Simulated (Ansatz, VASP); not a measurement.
One calculation of SrTiO3, two programs

```xyz
5
Lattice="4.0545 0.0000 0.0000 0.0000 4.0545 0.0000 0.0000 0.0000 3.9364" Properties=species:S:1:pos:R:3 pbc="T T T"
Sr    0.0000    0.0000    0.0000
Ti    2.0272    2.0272    1.9682
O     0.0000    2.0272    1.9682
O     2.0272    0.0000    1.9682
O     2.0272    2.0272    0.0000
```

Change from the starting cell: strain +0.030 along x and y, +0.000 along z, atoms carried along.

Alike in both runs: task single point; functional PBE; k mesh 8 × 8 × 8; occupations gaussian, width 0.05 eV; no spin polarisation.

```csv
,VASP,Ansatz
version,VASP 6.6.1,Ansatz 0.2.0
potentials or method,"VASP PAW PBE potentials, release 64 (Sr_sv, Ti_sv, O), cutoff 520 eV","scalar-relativistic, plane waves, PAW"
valence electrons in the cell,40,40
```

```tsv
	VASP	Ansatz	Ansatz less VASP
gap on the k mesh at the Fermi level (eV)	1.65	1.68	+0.029
least direct gap on the mesh (eV)	2.05	2.07	+0.021
pressure (GPa)	-8.1	-8.6	-0.53
traceless stress, the component that is largest in VASP (GPa)	3.44	3.37	-0.066
```
